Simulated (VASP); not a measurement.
The system is Hf3ZrS8.

```
Zr Hf S
1.0
     3.60090    0.00000    0.00000
    -1.80045    3.11847    0.00000
     0.00000    0.00000   23.57203
Zr Hf S
1 3 8
Direct
  0.00000 0.00000 0.00000
  0.00000 0.00000 0.25000
  0.00000 0.00000 0.50000
  0.00000 0.00000 0.75000
  0.66667 0.33333 0.19052
  0.66667 0.33333 0.44052
  0.66667 0.33333 0.69052
  0.66667 0.33333 0.94052
  0.33333 0.66667 0.05948
  0.33333 0.66667 0.30948
  0.33333 0.66667 0.55948
  0.33333 0.66667 0.80948
```

| Quantity | Value |
| --- | --- |
| Program | VASP 6.6.1 |
| Task | relaxation of cell and atoms |
| Functional | PBE |
| Potentials or basis | VASP PAW PBE potentials, release 64 (Zr_sv, Hf_pv, S) |
| Cutoff | 600 eV |
| k mesh | 6 × 6 × 1 |
| Occupations | gaussian, width 0.1 eV |
| Spin | no spin polarisation |

At the start: pressure 6.3 GPa; volume 22.06 Å³/atom.

Problem. Where does the relaxation end?

Solution. Over 14 steps the energy falls by 32.7 meV/atom and the volume is 25.11 Å³/atom (+13.8 %); space group P-3m1 (No. 164, to 0.1 Å) before and after.

Step by step:
```csv
step,energy change (eV),largest force (eV/Å),pressure (GPa),volume (Å³)
1,0.0000,0.9738,6.34,264.70
2,0.2517,1.1051,-6.65,299.55
3,-0.3096,0.1505,-0.04,278.81
4,-0.3098,0.1352,0.07,278.52
5,-0.3192,0.1198,0.10,279.16
6,-0.3318,0.2730,0.18,281.03
7,-0.3410,0.2454,0.15,282.58
8,-0.3624,0.1601,0.10,287.24
9,-0.3812,0.0827,0.10,296.65
10,-0.3884,0.0838,-0.41,300.99
11,-0.3884,0.0761,-0.39,300.79
12,-0.3913,0.0586,0.10,301.25
13,-0.3915,0.0616,0.01,301.17
14,-0.3922,0.0245,0.09,301.27
```

Final structure:
```xyz
12
Lattice="3.6538 0.0000 0.0000 -1.8269 3.1643 0.0000 0.0000 0.0000 26.0568" Properties=species:S:1:pos:R:3 pbc="T T T"
Zr    1.8269    3.1643    0.0000
Hf    0.0000    0.0000    6.5133
Hf    1.8269    3.1643   13.0284
Hf    1.8269    3.1643   19.5436
S     1.8269    1.0548    5.0728
S     1.8269    1.0548   11.5881
S     1.8269    1.0548   18.1030
S     1.8269    1.0548   24.5956
S     0.0000    2.1095    1.4612
S     0.0000    2.1095    7.9539
S     0.0000    2.1095   14.4687
S     0.0000    2.1095   20.9841
```

Caveat: this functional lacks dispersion, which binds layers or chains, so the pressure and a relaxed spacing across them are unreliable.
